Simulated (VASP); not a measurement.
TaMo2C3:

```xyz
6
Lattice="-2.0947 2.0947 4.9618 2.0947 -2.0947 4.9618 2.0947 2.0947 -4.9618" Properties=species:S:1:pos:R:3 pbc="T T T"
Ta    0.0000    0.0000    8.5055
Mo    0.0000    2.0947    1.4180
Mo    2.0947    0.0000    1.4180
C     0.0000    0.0000    5.1642
C     0.0000    2.0947    3.9570
C     2.0947    0.0000    3.9570
```

The cell was built from a structure type or drawn by symmetry, and may not be a known phase.

| Item | Value |
| --- | --- |
| Program | VASP 6.6.1 |
| Task | relaxation of cell and atoms |
| Functional | PBE |
| Potentials or basis | VASP PAW PBE potentials, release 64 (Ta_pv, Mo_sv, C) |
| Cutoff | 600 eV |
| k mesh | 6 × 6 × 6 |
| Occupations | gaussian, width 0.1 eV |
| Spin | no spin polarisation |

At the start: pressure -22.9 GPa; volume 14.51 Å³/atom.

Problem. Where does the relaxation end?

Solution. Over 15 steps the energy falls by 1077.5 meV/atom and the volume is 13.00 Å³/atom (-10.5 %); space group I4mm (No. 107, to 0.1 Å) before and after.

The path:
| step | energy change (eV) | largest force (eV/Å) | pressure (GPa) | volume (Å³) |
| --- | --- | --- | --- | --- |
| 1 | 0.0000 | 2.7756 | -22.87 | 87.08 |
| 2 | -1.1383 | 3.1631 | 64.23 | 63.06 |
| 3 | -2.2558 | 3.2322 | 14.47 | 71.25 |
| 4 | -2.0354 | 8.1693 | 44.72 | 69.42 |
| 5 | -3.4035 | 3.9877 | 23.09 | 70.53 |
| 6 | -4.7435 | 3.7988 | -12.96 | 82.63 |
| 7 | -4.7642 | 3.9197 | -9.58 | 80.91 |
| 8 | -5.9694 | 2.2981 | -9.44 | 80.73 |
| 9 | -6.3283 | 0.5143 | -6.11 | 80.58 |
| 10 | -6.4176 | 0.1170 | 6.21 | 75.96 |
| 11 | -6.4594 | 0.2056 | 1.29 | 77.56 |
| 12 | -6.4622 | 0.1749 | -1.20 | 78.29 |
| 13 | -6.4639 | 0.1869 | -0.26 | 78.01 |
| 14 | -6.4653 | 0.0429 | 0.11 | 77.98 |
| 15 | -6.4653 | 0.0390 | 0.11 | 77.98 |

Final structure:
```xyz
6
Lattice="-2.1594 2.1594 4.1809 2.1594 -2.1594 4.1809 2.1594 2.1594 -4.1809" Properties=species:S:1:pos:R:3 pbc="T T T"
Ta    0.0000    0.0000    7.2648
Mo    0.0000    2.1594    1.0520
Mo    2.1594    0.0000    1.0520
C     0.0000    0.0000    5.1387
C     0.0000    2.1594    3.0344
C     2.1594    0.0000    3.0344
```
